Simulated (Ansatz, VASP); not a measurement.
# One calculation of Al2Pt, two programs

File INCAR:

```
SYSTEM = Al2Pt
PREC = Accurate
ENCUT = 520
EDIFF = 1E-6
ISMEAR = 0
SIGMA = 0.05
LREAL = .FALSE.
LASPH = .TRUE.
NELM = 150
ALGO = Normal
ISIF = 2
LWAVE = .FALSE.
LCHARG = .FALSE.
MAGMOM = 0 0 0 0 0 0 0 0 0
LORBIT = 11
LSORBIT = .TRUE.
GGA_COMPAT = .FALSE.
LORBMOM = .TRUE.
LMAXMIX = 4
GGA = PS
NBANDS = 29
```

File KPOINTS:

```
regular mesh
0
G
  6 6 6
  0 0 0
```

The input POSCAR:

```
Al2Pt
1.0
    0.0000000000      2.9550006156      2.9550006156
    2.9550006156      0.0000000000      2.9550006156
    2.9550006156      2.9550006156      0.0000000000
Al Pt
2 1
Direct
    0.2500000000      0.2500000000      0.2500000000
    0.7500000000      0.7500000000      0.7500000000
    0.0000000000      0.0000000000      0.0000000000
```

Input for Ansatz:

```yaml
crystal:
  lattice:
    - [0.0, 2.9550006156, 2.9550006156]
    - [2.9550006156, 0.0, 2.9550006156]
    - [2.9550006156, 2.9550006156, 0.0]
  atoms:
    - { symbol: Al, position: [0.25, 0.25, 0.25] }
    - { symbol: Al, position: [0.75, 0.75, 0.75] }
    - { symbol: Pt, position: [0.0, 0.0, 0.0] }
basis:
  ecutwfc: 420
  ecutrho_ratio: 4
kpoints:
  mp_grid: { grid: [6, 6, 6] }
hamiltonian:
  xc: pbesol
scf:
  occupations: { method: gaussian, width: 0.05 }
output:
  forces: true
  stress: true
  eigenvalues: true
  populations: true
  topological_invariants: true
magnetization:
  noncollinear: true
  spin_orbit: true
```

Alike in both runs: task single point; functional PBEsol; k mesh 6 × 6 × 6; occupations gaussian, width 0.05 eV; non-collinear spin, spin-orbit coupling.

```csv
,VASP,Ansatz
version,VASP 6.6.1,Ansatz 0.2.0
potentials or method,"VASP PAW PBE potentials, release 64 (Al, Pt), cutoff 520 eV","plane waves, PAW"
valence electrons in the cell,16,24
```

```tsv
	VASP	Ansatz	Ansatz less VASP
pressure (GPa)	-1.5	-1.6	-0.10
```

VASP's potentials were made for PBE, not for PBEsol. The functional is the same, so the differences come from potentials, cutoffs and numerics. VASP's potentials hold 16 valence electrons a cell and Ansatz's 24, so a difference there can come from the potentials and not from the codes.
